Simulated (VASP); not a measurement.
**Re: single point with PBEsol**

Re:

```
CELL_PARAMETERS angstrom
2.74512 0.00000 0.00000
-1.37256 2.37735 0.00000
0.00000 0.00000 6.71560
ATOMIC_POSITIONS crystal
Re 0.00000 0.00000 0.00000
Re 0.33333 0.66667 0.33333
Re 0.66667 0.33333 0.66667
```

This isn't the form of Re at room conditions, which is hcp.

```yaml
Program: VASP 6.6.1
Task: single point
Functional: PBEsol
Potentials_or_basis: VASP PAW PBE potentials, release 64 (Re)
Cutoff: 520 eV
k_mesh: 18 × 18 × 7
Occupations: gaussian, width 0.1 eV
Spin: no spin polarisation
Dipole_correction: no
Further_INCAR_settings: ALGO = Fast; EDIFF = 1e-06; NBANDS = 18
```

- Pressure: -0.1 GPa
- Band gap on the k mesh: zero (an odd number of electrons rules out a gap without spin polarisation)

Levels at points of the mesh, in eV from the Fermi level:
```
           k point  band 6  band 7  band 8  band 9  band 10  band 11  band 12  band 13  band 14  band 15
(0.00, 0.00, 0.00)   -1.94   -1.94   -1.92   -1.76    -1.76    -1.76    -1.76     1.29     1.29     2.41
(0.50, 0.00, 0.00)   -3.27   -1.68   -1.68   -1.08    -1.08     2.84     3.83     3.98     3.98     4.65
```

It took 2.4 min on 1 thread of Intel(R) Xeon(R) Platinum 8259CL CPU @ 2.50GHz (Skylake/Cascade Lake), on a shared host, peak memory 0.26 GiB.

Caveat: the PAW data sets were made with another functional, which shifts forces and pressure a little; spin-orbit coupling is left out, which moves the levels of the heavy elements.
